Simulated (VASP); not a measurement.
# Ga (P6_3/mmc) in VASP: single point with PBE

Aim: the single point of Ga with PBE.

Program: VASP 6.6.1. These are calculated values, not measurements. Logs are shortened: lines on timing, memory, paths and dates and some standing lists are left out, and cuts for length are marked.

## (1) The cell of the first run

The structure is hexagonal, space group P6_3/mmc (No. 194). The conventional cell has a = 2.998 Å, b = 2.998 Å, c = 4.898 Å, α = 90.00°, β = 90.00°, γ = 120.00°. Within 3.9 Å of Ga (site symmetry -6m2) lie 12 Ga at 3.00 Å.

## (2) Single point, PBE

Contents of INCAR:

```
SYSTEM = Ga
PREC = Accurate
ENCUT = 500
EDIFF = 1E-6
ISMEAR = 0
SIGMA = 0.05
LREAL = .FALSE.
LASPH = .TRUE.
NELM = 120
ALGO = Normal
ISIF = 2
LWAVE = .FALSE.
LCHARG = .FALSE.
GGA = PE
NBANDS = 20
GGA_COMPAT = .FALSE.
```

Contents of KPOINTS:

```
regular mesh
0
G
  8 8 4
  0 0 0
```

Contents of POSCAR:

```
Ga
1.0
    2.9976856899      0.0000000000      0.0000000000
   -1.4988428450      2.5960719600      0.0000000000
    0.0000000000      0.0000000000      4.8981843713
Ga
2
Direct
    0.3333333333      0.6666666667      0.7500000000
    0.6666666667      0.3333333333      0.2500000000
```

Potentials or basis: VASP PAW PBE potentials, release 64 (Ga_d).

Started as:

```bash
$ cat potpaw_PBE.64/Ga_d/POTCAR > POTCAR
$ mpirun -np 1 vasp_std > vasp.out
```

OUTCAR:

```text
SYSTEM = Ga
   PREC = Accurate
   ENCUT = 500
   EDIFF = 1E-6
   ISMEAR = 0
   LREAL = .FALSE.
   LASPH = .TRUE.
   NELM = 120
   ISIF = 2
   GGA = PE

 ion  position               nearest neighbor table
   1  0.333  0.667  0.750-
   2  0.667  0.333  0.250-

  LATTYP: Found a hexagonal cell.
 ALAT       =     2.9976856899
 C/A-ratio  =     1.6339886426

  Lattice vectors:

 A1 = (   2.9976856899,   0.0000000000,   0.0000000000)
 A2 = (  -1.4988428450,   2.5960719600,   0.0000000000)
 A3 = (   0.0000000000,   0.0000000000,   4.8981843713)

Analysis of symmetry for initial positions (statically):
=====================================================================
 Subroutine PRICEL returns:
 Original cell was already a primitive cell.

 Routine SETGRP: Setting up the symmetry group for a
 hexagonal supercell.

 Subroutine GETGRP returns: Found 24 space group operations
 (whereof 12 operations were pure point group operations)
 out of a pool of 24 trial point group operations.

The static configuration has the point symmetry D_3d.
 The point group associated with its full space group is D_6h.

Analysis of symmetry for dynamics (positions and initial velocities):
=====================================================================
 Subroutine PRICEL returns:
 Original cell was already a primitive cell.

 Routine SETGRP: Setting up the symmetry group for a
 hexagonal supercell.

 Subroutine GETGRP returns: Found 24 space group operations
 (whereof 12 operations were pure point group operations)
 out of a pool of 24 trial point group operations.

The dynamic configuration has the point symmetry D_3d.
 The point group associated with its full space group is D_6h.

 Subroutine INISYM returns: Found 24 space group operations
 (whereof 12 operations are pure point group operations),
 and found     1 'primitive' translations

----------------------------------------------------------------------------------------

                                     Primitive cell

  volume of cell :      38.1187

  direct lattice vectors                    reciprocal lattice vectors
     2.997685690  0.000000000  0.000000000     0.333590677  0.192598667  0.000000000
    -1.498842845  2.596071960  0.000000000     0.000000000  0.385197335  0.000000000
     0.000000000  0.000000000  4.898184371     0.000000000  0.000000000  0.204157280
[... 73 lines left out ...]
   NGXF,Y,Z  is equivalent  to a cutoff of  26.62, 26.62, 24.44 a.u.
 SYSTEM =  Ga
   PREC   = accura    normal or accurate (medium, high low for compatibility)
   ISTART =      0    job   : 0-new  1-cont  2-samecut
   ICHARG =      2    charge: 1-file 2-atom 10-const
   ISPIN  =      1    spin polarized calculation?
   LNONCOLLINEAR =      F non collinear calculations
   LSORBIT =      F    spin-orbit coupling
   LASPH  =      T    aspherical Exc in radial PAW
   ENCUT  =  500.0 eV  36.75 Ry    6.06 a.u.   5.47  5.47  8.93*2*pi/ulx,y,z
   NELM   =    120;   NELMIN=  2; NELMDL= -5     # of ELM steps
   EDIFF  = 0.1E-05   stopping-criterion for ELM
   LREAL  =      F    real-space projection
   EDIFFG = 0.1E-04   stopping-criterion for IOM
   NSW    =      0    number of steps for IOM
   IBRION =     -1    ionic relax: 0-MD 1-quasi-New 2-CG
   NFREE  =      0    steps in history (QN), initial steepest desc. (CG)
   ISIF   =      2    stress and relaxation
   ISYM   =      2    0-nonsym 1-usesym 2-fastsym
   POTIM  = 0.5000    time-step for ionic-motion
   TEBEG  =    0.0;   TEEND  =   0.0 temperature during run
   PSTRESS=    0.0 pullay stress
   NELECT =      26.0000    total number of electrons
   NUPDOWN=      -1.0000    fix difference up-down
   EMIN   =  10.00;   EMAX   =-10.00  energy-range for DOS
   EFERMI =   0.00;   METHOD = LEGACY
   ISMEAR =     0;   SIGMA  =   0.05  broadening in eV -4-tet -1-fermi 0-gaus
   EFERMI_NEDOS =   21; number of points for ismear=-14 and -15
   IALGO  =     38    algorithm
   IMIX   =      4    mixing-type and parameters
     AMIX     =   0.40;   BMIX     =  1.00
     AMIX_MAG =   1.60;   BMIX_MAG =  1.00
  volume/ion in A,a.u.               =      19.06       128.62
  Fermi-wavevector in a.u.,A,eV,Ry     =   1.441075  2.723237 28.255186  2.076698
  Thomas-Fermi vector in A             =   2.559748
   LORBIT       =      0    0 simple, 1 ext, 2 COOP (PROOUT), +10 PAW based schemes
   GGA     = PE    functional components
   LHFCALC =     F    Hartree Fock is set to
   AEXX    =    0.0000 exact exchange contribution
   IVDW    =     0    specifies the selected vdW correction
   LEPSILON=     F    determine dielectric tensor
   LRPA    =     F    only Hartree local field effects (RPA)
 non-spin polarized calculation
 Gauss-broadening in eV      SIGMA  =   0.05
  energy-cutoff  :      500.00
  volume of cell :       38.12
 maximum number of plane-waves:       992
 NGX is ok and might be reduce to    24
   NGX = 11   NGY = 11   NGZ = 17

 number of electron      26.0000029 magnetization

 Free energy of the ion-electron system (eV)
  ---------------------------------------------------
  ext. energy  EPLUGINS =         0.00000000
  ---------------------------------------------------
  free energy    TOTEN  =        -5.65887360 eV

  energy without entropy =       -5.65501116  energy(sigma->0) =       -5.65694238

 E-fermi :   5.6060     XC(G=0): -10.9729

 val. band max:        5.5741099942   @ k =   0.2500   0.2500   0.2500
 cond. band min:       5.6114503418   @ k =   0.2500   0.2500   0.5000
 fundamental gap:      0.0373403475
 Fermi energy:         5.6059728875

 k-point     1 :       0.0000    0.0000    0.0000
  band No.  band energies     occupation
      1      -9.5130      2.00000
      2      -9.4426      2.00000
      3      -9.4099      2.00000
      4      -9.4099      2.00000
      5      -9.3885      2.00000
      6      -9.3885      2.00000
[... 541 lines left out ...]
     19      15.5600      0.00000
     20      15.5600      0.00000

 [... further k-points ...]
[... 5 lines left out ...]
  --------------------------------------------------------------------------------------
  -------------------------------------------------------------------------------------
  Total       -0.0273767     -0.0273767      0.0037933      0.0000000     -0.0000000      0.0000000
  in kB       -1.1506775     -1.1506775      0.1594362      0.0000000     -0.0000000      0.0000000
  external PRESSURE =      -0.7139730 kB  Pullay stress =       0.0000000 kB

 VOLUME and BASIS-vectors are now :
 -----------------------------------------------------------------------------
  energy-cutoff  :      500.00
  volume of cell :       38.12
      direct lattice vectors                 reciprocal lattice vectors
     2.997685690  0.000000000  0.000000000     0.333590677  0.192598667  0.000000000
    -1.498842845  2.596071960  0.000000000     0.000000000  0.385197335  0.000000000
     0.000000000  0.000000000  4.898184371     0.000000000  0.000000000  0.204157280

 POSITION                                       TOTAL-FORCE (eV/Angst)
 -----------------------------------------------------------------------------------
     -0.00000      1.73071      3.67364         0.000000     -0.000000      0.000000
      1.49884      0.86536      1.22455        -0.000000      0.000000      0.000000
 -----------------------------------------------------------------------------------
    total drift:                                0.000000     -0.000000      0.000000

  FREE ENERGIE OF THE ION-ELECTRON SYSTEM (eV)
  ---------------------------------------------------
  free  energy   TOTEN  =        -5.6588735960 eV

  energy  without entropy=       -5.6550111588  energy(sigma->0) =       -5.65694238
```

stdout:

```text
POSCAR found type information on POSCAR Ga
 POSCAR found :  1 types and       2 ions
 scaLAPACK will be used
 LDA part: xc-table for (Slater+PW92), standard interpolation
 POSCAR, INCAR and KPOINTS ok, starting setup
 FFT: planning ... GRIDC
 FFT: planning ... GRID_SOFT
 FFT: planning ... GRID
 WAVECAR not read
 entering main loop
```

Run time: 12 s. Hardware: 1 thread of Intel Xeon Platinum 8259CL at 2.50GHz (Skylake/Cascade Lake), shared host; peak memory 0.15 GiB.

Results:

* Free energy: -5.6589 eV
* Pressure: -0.1 GPa
* Band gap on the k mesh: zero (band 13 reaches 9.79 eV, above the bottom of band 14 at 2.38 eV)
